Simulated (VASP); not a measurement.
A run of VASP 6.6.1:

The input INCAR:

```
PREC     = Accurate       # precision mode
ENCUT    = 520            # plane-wave cutoff, eV
EDIFF    = 1E-6           # SCF threshold, eV
ISMEAR   = -1             # smearing method
SIGMA    = 0.002          # smearing width, eV
LREAL    = Auto         
LASPH    = True           # aspherical terms in the spheres
NELM     = 150            # most SCF steps
ALGO     = Normal         # electronic algorithm
ISIF     = 2              # what is computed and relaxed
LWAVE    = False          # write WAVECAR
LCHARG   = False          # write CHGCAR
ISPIN    = 2              # spin polarisation
MAGMOM   = 0 0 0 0 0 0 0 0 0 0 0 0 0 0 0 0 1 # initial moments
LORBIT   = 11             # projections on sites
GGA      = PE             # functional
NBANDS   = 52             # bands
```

The input KPOINTS:

```
regular mesh
0
Gamma
  2 2 2
```

File POSCAR:

```
Si16N
1.0
    0.0000000000      5.4300000000      5.4300000000
    5.4300000000      0.0000000000      5.4300000000
    5.4300000000      5.4300000000      0.0000000000
Si N
16 1
Direct
    0.0384346225      0.0273848987     -0.0537384899
    0.1388397790      0.1465193370      0.1210313076
   -0.0091252302      0.0140055249      0.5377808471
    0.1621639042      0.1573204420      0.5695119705
    0.0242449355      0.5114272560      0.0073572744
    0.1695303867      0.6735819521      0.0897329650
    0.0098710866      0.5518784530      0.4414917127
    0.0963904236      0.6235543278      0.6481583794
    0.5207642726      0.0250736648     -0.0231767956
    0.6441528545      0.1544843462      0.1117219153
    0.5595027624     -0.0595395948      0.4786740331
    0.6413075506      0.0786187845      0.6363351750
    0.5104327808      0.5230847145      0.0469705341
    0.6450460405      0.6294290976      0.1460589319
    0.4533425414      0.4729558011      0.4916850829
    0.5386187845      0.5985635359      0.6457274401
    0.7727992634      0.6650828729      0.4589134438
```

Potentials or basis: VASP PAW PBE potentials, release 64 (Si, N).

Command:

```console
$ cat potpaw_PBE.64/Si/POTCAR potpaw_PBE.64/N/POTCAR > POTCAR
$ mpirun -np 1 vasp_std > vasp.out
```

Hardware: 1 thread of Intel Xeon 6975P-C, with other jobs on the host.

How long does it take, and how much memory?

It took 9.9 min on 1 thread of Intel Xeon 6975P-C (shared host), peak memory 0.72 GiB. Counts: scf iterations 18, k points 8.
